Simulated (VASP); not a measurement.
# ScTl (Fd-3m) in VASP: single point with r2SCAN

Aim: the single point of ScTl with r2SCAN.

Everything below comes from runs of VASP 6.6.1. Logs are shortened: lines on timing, memory, paths and dates and some standing lists are left out, and cuts for length are marked.

**1. The cell of the first run**

It takes space group Fd-3m (No. 227, cubic). The conventional cell has a = 7.512 Å, b = 7.512 Å, c = 7.512 Å, α = 90.00°, β = 90.00°, γ = 90.00°. Within 4.3 Å of Tl (site symmetry -43m) lie 4 Tl at 3.25 Å and 10 Sc at 3.25 to 3.76 Å. Sc (site symmetry -43m) has 10 Tl at 3.25 to 3.76 Å and 4 Sc at 3.25 Å within 4.3 Å.

**2. Single point, r2SCAN**

Input file POSCAR:

```
ScTl
1.0
    0.0000000000      3.7558930000      3.7558930000
    3.7558930000      0.0000000000      3.7558930000
    3.7558930000      3.7558930000      0.0000000000
Tl Sc
2 2
Direct
    0.5000000000      0.5000000000      0.5000000000
    0.7500000000      0.7500000000      0.7500000000
    0.0000000000      0.0000000000      0.0000000000
    0.2500000000      0.2500000000      0.2500000000
```

Input file INCAR.step1:

```
SYSTEM = ScTl
PREC = Accurate ; ENCUT = 520
ISMEAR = -1 ; SIGMA = 0.1
LREAL = .FALSE. ; LASPH = .TRUE.
NELM = 60 ; NBANDS = 32
GGA = PE ; ALGO = Normal
EDIFF = 1E-4 ; LWAVE = .TRUE.
LCHARG = .FALSE.
```

Input file INCAR.step2:

```
SYSTEM = ScTl
PREC = Accurate ; ENCUT = 520
EDIFF = 1E-7 ; ISMEAR = -1
SIGMA = 0.1 ; LREAL = .FALSE.
LASPH = .TRUE. ; NELM = 60
ALGO = Normal ; ISIF = 2
LWAVE = .FALSE. ; LCHARG = .FALSE.
METAGGA = R2SCAN ; LMIXTAU = .TRUE.
NBANDS = 32 ; ISTART = 1
```

Input file KPOINTS:

```
Automatic mesh
0
G
  8 8 8
  0 0 0
```

Potentials or basis: VASP PAW PBE potentials, release 64 (Tl_d, Sc_sv).

Launch:

```sh
$ cat potpaw_PBE.64/Tl_d/POTCAR potpaw_PBE.64/Sc_sv/POTCAR > POTCAR
$ cp INCAR.step1 INCAR
$ mpirun -np 1 vasp_std > vasp.out
$ cp INCAR.step2 INCAR
$ mpirun -np 1 vasp_std > vasp.out
```

OUTCAR:

```text
SYSTEM = ScTl
   PREC = Accurate
   ENCUT = 520
   EDIFF = 1E-7
   ISMEAR = -1
   LREAL = .FALSE.
   LASPH = .TRUE.
   NELM = 60
   ISIF = 2
   METAGGA = R2SCAN
   ISTART = 1

 ion  position               nearest neighbor table
   1  0.500  0.500  0.500-   4 3.25   4 3.25   4 3.25   2 3.25   4 3.25   2 3.25   2 3.25   2 3.25
                             3 3.76   3 3.76   3 3.76   3 3.76   3 3.76   3 3.76
   2  0.750  0.750  0.750-   1 3.25   1 3.25   1 3.25   1 3.25   3 3.25   3 3.25   3 3.25   3 3.25
                             4 3.76   4 3.76   4 3.76   4 3.76   4 3.76   4 3.76
   3  0.000  0.000  0.000-   2 3.25   2 3.25   2 3.25   2 3.25   4 3.25   4 3.25   4 3.25   4 3.25
                             1 3.76   1 3.76   1 3.76   1 3.76   1 3.76   1 3.76
   4  0.250  0.250  0.250-   3 3.25   3 3.25   3 3.25   1 3.25   3 3.25   1 3.25   1 3.25   1 3.25
                             2 3.76   2 3.76   2 3.76   2 3.76   2 3.76   2 3.76

  LATTYP: Found a face centered cubic cell.
 ALAT       =     7.5117860000

  Lattice vectors:

 A1 = (   0.0000000000,   3.7558930000,   3.7558930000)
 A2 = (   3.7558930000,   0.0000000000,   3.7558930000)
 A3 = (   3.7558930000,   3.7558930000,   0.0000000000)

Analysis of symmetry for initial positions (statically):
=====================================================================
 Subroutine PRICEL returns:
 Original cell was already a primitive cell.

 Routine SETGRP: Setting up the symmetry group for a
 face centered cubic supercell.

 Subroutine GETGRP returns: Found 48 space group operations
 (whereof 24 operations were pure point group operations)
 out of a pool of 48 trial point group operations.

The static configuration has the point symmetry T_d .
 The point group associated with its full space group is O_h .

Analysis of symmetry for dynamics (positions and initial velocities):
=====================================================================
 Subroutine PRICEL returns:
 Original cell was already a primitive cell.

 Routine SETGRP: Setting up the symmetry group for a
 face centered cubic supercell.

 Subroutine GETGRP returns: Found 48 space group operations
 (whereof 24 operations were pure point group operations)
 out of a pool of 48 trial point group operations.

The dynamic configuration has the point symmetry T_d .
 The point group associated with its full space group is O_h .

 Subroutine INISYM returns: Found 48 space group operations
 (whereof 24 operations are pure point group operations),
 and found     1 'primitive' translations

----------------------------------------------------------------------------------------

                                     Primitive cell

  volume of cell :     105.9668

  direct lattice vectors                    reciprocal lattice vectors
     0.000000000  3.755893000  3.755893000    -0.133124133  0.133124133  0.133124133
     3.755893000  0.000000000  3.755893000     0.133124133 -0.133124133  0.133124133
     3.755893000  3.755893000  0.000000000     0.133124133  0.133124133 -0.133124133

  length of vectors
     5.311634819  5.311634819  5.311634819     0.230577762  0.230577762  0.230577762

  position of ions in fractional coordinates (direct lattice)
     0.500000000  0.500000000  0.500000000
     0.750000000  0.750000000  0.750000000
     0.000000000  0.000000000  0.000000000
     0.250000000  0.250000000  0.250000000

  ion indices of the primitive-cell ions
   primitive index   ion index
                 1           1
                 2           2
                 3           3
                 4           4

----------------------------------------------------------------------------------------

 KPOINTS: Automatic mesh

Automatic generation of k-mesh.
 Grid dimensions read from file:
 generate k-points for:    8    8    8

 Generating k-lattice:

  Cartesian coordinates                     Fractional coordinates (reciprocal lattice)
    -0.016640517  0.016640517  0.016640517     0.125000000  0.000000000  0.000000000
     0.016640517 -0.016640517  0.016640517     0.000000000  0.125000000  0.000000000
     0.016640517  0.016640517 -0.016640517     0.000000000  0.000000000  0.125000000

  Length of vectors
     0.028822220  0.028822220  0.028822220

  Shift w.r.t. Gamma in fractional coordinates (k-lattice)
     0.000000000  0.000000000  0.000000000

 Subroutine IBZKPT returns following result:
 ===========================================

 Found     29 irreducible k-points:

 Following reciprocal coordinates:
            Coordinates               Weight
  0.000000  0.000000  0.000000      1.000000
  0.125000  0.000000  0.000000      8.000000
  0.250000  0.000000  0.000000      8.000000
  0.375000  0.000000  0.000000      8.000000
  0.500000  0.000000  0.000000      4.000000
  0.125000  0.125000  0.000000      6.000000
[... 16 lines left out ...]
  0.500000  0.250000  0.125000     48.000000
 -0.375000  0.250000  0.125000     24.000000
 [... further k-points ...]
   k-points           NKPTS =     29   k-points in BZ     NKDIM =     29   number of bands    NBANDS=     32
   number of dos      NEDOS =    301   number of ions     NIONS =      4
   total plane-waves  NPLWV =  64000
   dimension x,y,z NGX =    40 NGY =   40 NGZ =   40
   dimension x,y,z NGXF=    80 NGYF=   80 NGZF=   80
   ions per type =               2   2
   NGX,Y,Z   is equivalent  to a cutoff of  12.52, 12.52, 12.52 a.u.
   NGXF,Y,Z  is equivalent  to a cutoff of  25.04, 25.04, 25.04 a.u.
 SYSTEM =  ScTl
   PREC   = accura    normal or accurate (medium, high low for compatibility)
   ISTART =      1    job   : 0-new  1-cont  2-samecut
   ICHARG =      0    charge: 1-file 2-atom 10-const
   ISPIN  =      1    spin polarized calculation?
   LNONCOLLINEAR =      F non collinear calculations
   LSORBIT =      F    spin-orbit coupling
   LASPH  =      T    aspherical Exc in radial PAW
   ENCUT  =  520.0 eV  38.22 Ry    6.18 a.u.   9.88  9.88  9.88*2*pi/ulx,y,z
   NELM   =     60;   NELMIN=  2; NELMDL=  0     # of ELM steps
   EDIFF  = 0.1E-06   stopping-criterion for ELM
   LREAL  =      F    real-space projection
   EDIFFG = 0.1E-05   stopping-criterion for IOM
   NSW    =      0    number of steps for IOM
   IBRION =     -1    ionic relax: 0-MD 1-quasi-New 2-CG
   NFREE  =      0    steps in history (QN), initial steepest desc. (CG)
   ISIF   =      2    stress and relaxation
   ISYM   =      2    0-nonsym 1-usesym 2-fastsym
   POTIM  = 0.5000    time-step for ionic-motion
   TEBEG  =    0.0;   TEEND  =   0.0 temperature during run
   PSTRESS=    0.0 pullay stress
   NELECT =      48.0000    total number of electrons
   NUPDOWN=      -1.0000    fix difference up-down
   EMIN   =  10.00;   EMAX   =-10.00  energy-range for DOS
   EFERMI =   0.00;   METHOD = LEGACY
   ISMEAR =    -1;   SIGMA  =   0.10  broadening in eV -4-tet -1-fermi 0-gaus
   EFERMI_NEDOS =   21; number of points for ismear=-14 and -15
   IALGO  =     38    algorithm
   IMIX   =      4    mixing-type and parameters
     AMIX     =   0.40;   BMIX     =  1.00
     AMIX_MAG =   1.60;   BMIX_MAG =  1.00
  volume/ion in A,a.u.               =      26.49       178.77
  Fermi-wavevector in a.u.,A,eV,Ry     =   1.257280  2.375915 21.507453  1.580753
  Thomas-Fermi vector in A             =   2.390947
   LORBIT       =      0    0 simple, 1 ext, 2 COOP (PROOUT), +10 PAW based schemes
   METAGGA = R2SCAN    functional components
   LHFCALC =     F    Hartree Fock is set to
   AEXX    =    0.0000 exact exchange contribution
   IVDW    =     0    specifies the selected vdW correction
   LEPSILON=     F    determine dielectric tensor
   LRPA    =     F    only Hartree local field effects (RPA)
 non-spin polarized calculation
  energy-cutoff  :      520.00
  volume of cell :      105.97
 maximum number of plane-waves:      2884
   NGX = 19   NGY = 19   NGZ = 19

 number of electron      48.0000010 magnetization

 Free energy of the ion-electron system (eV)
  ---------------------------------------------------
  ext. energy  EPLUGINS =         0.00000000
  ---------------------------------------------------
  free energy    TOTEN  =      -128.34683844 eV

  energy without entropy =     -128.09713938  energy(sigma->0) =     -128.22198891

 E-fermi :   5.6801     XC(G=0): -10.8876

 val. band max:        5.6670758467   @ k =  -0.3750   0.3750   0.1250
 cond. band min:       5.6849816729   @ k =  -0.2500   0.1250   0.0000
 fundamental gap:      0.0179058262
 Fermi energy:         5.6801190402

 k-point     1 :       0.0000    0.0000    0.0000
  band No.  band energies     occupation
      1     -46.7866      2.00000
      2     -46.7439      2.00000
      3     -24.4848      2.00000
      4     -24.4848      2.00000
      5     -24.4847      2.00000
      6     -24.3696      2.00000
[... 24 lines left out ...]
     31       8.2493      0.00000
     32       8.4078      0.00000

 k-point     2 :       0.1250    0.0000    0.0000
  band No.  band energies     occupation
      1     -46.7854      2.00000
      2     -46.7451      2.00000
      3     -24.4867      2.00000
      4     -24.4866      2.00000
      5     -24.4843      2.00000
      6     -24.3705      2.00000
[... 24 lines left out ...]
     31       8.1860      0.00000
     32       8.5526      0.00000

 k-point     3 :       0.2500    0.0000    0.0000
  band No.  band energies     occupation
      1     -46.7821      2.00000
      2     -46.7484      2.00000
      3     -24.4911      2.00000
      4     -24.4911      2.00000
      5     -24.4832      2.00000
      6     -24.3727      2.00000
[... 24 lines left out ...]
     31       8.1674      0.00000
     32       8.7404      0.00000

 k-point     4 :       0.3750    0.0000    0.0000
  band No.  band energies     occupation
      1     -46.7781      2.00000
      2     -46.7525      2.00000
      3     -24.4953      2.00000
      4     -24.4952      2.00000
      5     -24.4822      2.00000
      6     -24.3747      2.00000
[... 654 lines left out ...]
     31       8.2312      0.00000
     32       8.3450      0.00000

 k-point    23 :       0.5000    0.2500    0.1250
  band No.  band energies     occupation
      1     -46.7751      2.00000
      2     -46.7554      2.00000
      3     -24.5063      2.00000
      4     -24.4998      2.00000
      5     -24.4628      2.00000
      6     -24.3933      2.00000
[... 24 lines left out ...]
     31       7.9658      0.00000
     32       8.2367      0.00000

 k-point    24 :      -0.3750    0.2500    0.1250
  band No.  band energies     occupation
      1     -46.7728      2.00000
      2     -46.7577      2.00000
      3     -24.5082      2.00000
      4     -24.5015      2.00000
      5     -24.4595      2.00000
      6     -24.3966      2.00000
[... 24 lines left out ...]
     31       8.0048      0.00000
     32       8.2142      0.00000

 [... further k-points ...]

------------------------ aborting loop because EDIFF is reached ----------------------------------------

  FORCE on cell =-STRESS in cart. coord.  units (eV):
  Direction    XX          YY          ZZ          XY          YZ          ZX
  --------------------------------------------------------------------------------------
  -------------------------------------------------------------------------------------
  Total       -1.2907501     -1.2907501     -1.2907501      0.0000000      0.0000000     -0.0000000
  in kB      -19.5156539    -19.5156539    -19.5156539      0.0000000      0.0000000     -0.0000000
  external PRESSURE =     -19.5156539 kB  Pullay stress =       0.0000000 kB

 VOLUME and BASIS-vectors are now :
 -----------------------------------------------------------------------------
  energy-cutoff  :      520.00
  volume of cell :      105.97
      direct lattice vectors                 reciprocal lattice vectors
     0.000000000  3.755893000  3.755893000    -0.133124133  0.133124133  0.133124133
     3.755893000  0.000000000  3.755893000     0.133124133 -0.133124133  0.133124133
     3.755893000  3.755893000  0.000000000     0.133124133  0.133124133 -0.133124133

 POSITION                                       TOTAL-FORCE (eV/Angst)
 -----------------------------------------------------------------------------------
      3.75589      3.75589      3.75589        -0.000000     -0.000000     -0.000000
      5.63384      5.63384      5.63384         0.000000      0.000000     -0.000000
      0.00000      0.00000      0.00000        -0.000000     -0.000000     -0.000000
      1.87795      1.87795      1.87795         0.000000      0.000000      0.000000
 -----------------------------------------------------------------------------------
    total drift:                               -0.000000      0.000000      0.000000

  FREE ENERGIE OF THE ION-ELECTRON SYSTEM (eV)
  ---------------------------------------------------
  free  energy   TOTEN  =      -128.3468384423 eV

  energy  without entropy=     -128.0971393813  energy(sigma->0) =     -128.22198891
```

Wall time 8.9 min (1 thread of Intel Xeon 8259CL, shared host); peak memory 0.3 GiB.

Results:

```
Free energy            : -128.3468 eV
Pressure               : -2.0 GPa
Band gap on the k mesh : zero (bands 24 and 25 overlap by 0.39 eV)
```

Caveat: the PAW data sets were made with another functional, which shifts forces and pressure a little; spin-orbit coupling is left out, which moves the levels of the heavy elements.
